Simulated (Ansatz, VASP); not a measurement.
## CaO in VASP and in Ansatz

File INCAR:

```
PREC = Accurate ; ENCUT = 600
EDIFF = 1E-7 ; ISMEAR = -1
SIGMA = 0.05 ; LREAL = False
LASPH = True ; NELM = 80
ALGO = Normal ; ISIF = 3
LWAVE = False ; LCHARG = False
GGA = RP ; IBRION = 2
NSW = 60 ; EDIFFG = -0.01
```

File KPOINTS:

```
Automatic mesh
0
Gamma
  10 10 10
```

File POSCAR:

```
CaO
1.0
    0.0000000000      2.4035556960      2.4035556960
    2.4035556960      0.0000000000      2.4035556960
    2.4035556960      2.4035556960      0.0000000000
Ca O
1 1
Direct
    0.0000000000      0.0000000000      0.0000000000
    0.5000000000      0.5000000000      0.5000000000
```

File input.yaml:

```yaml
crystal:
  lattice:
    - [0.0, 2.403555696, 2.403555696]
    - [2.403555696, 0.0, 2.403555696]
    - [2.403555696, 2.403555696, 0.0]
  atoms:
    - { symbol: Ca, position: [0.0, 0.0, 0.0] }
    - { symbol: O, position: [0.5, 0.5, 0.5] }
hamiltonian:
  xc: rpbe
  pseudopotentials: { kind: paw }
kpoints:
  mp_grid: { grid: [10, 10, 10] }
scf:
  occupations: { method: fermi_dirac, width: 0.05 }
output:
  forces: true
  stress: true
relax:
  f_tol: 0.01
  max_steps: 40
  cell: { stress_tol: 0.05 }
```

Alike in both runs: task relaxation of cell and atoms; functional RPBE; k mesh 10 × 10 × 10; occupations fermi-dirac, width 0.05 eV; no spin polarisation.

|  | VASP | Ansatz |
| --- | --- | --- |
| version | VASP 6.6.1 | Ansatz 0.2.0 |
| potentials or method | VASP PAW PBE potentials, release 64 (Ca_sv, O) | Ansatz PAW |
| plane-wave cutoff (eV) | 600 | 420 |
| valence electrons in the cell | 16 | 16 |

```tsv
	VASP	Ansatz	Ansatz less VASP
relaxed volume (Å³/atom)	14.67	14.61	-0.062
relaxed cell length with the largest relative difference (Å)	3.462	3.457	-0.0049
```

VASP's potentials were made for PBE, not for RPBE.

Noted on Ansatz's run: the plane-wave basis is chosen anew once the cell has moved, so the energies of steps on either side of that aren't comparable.
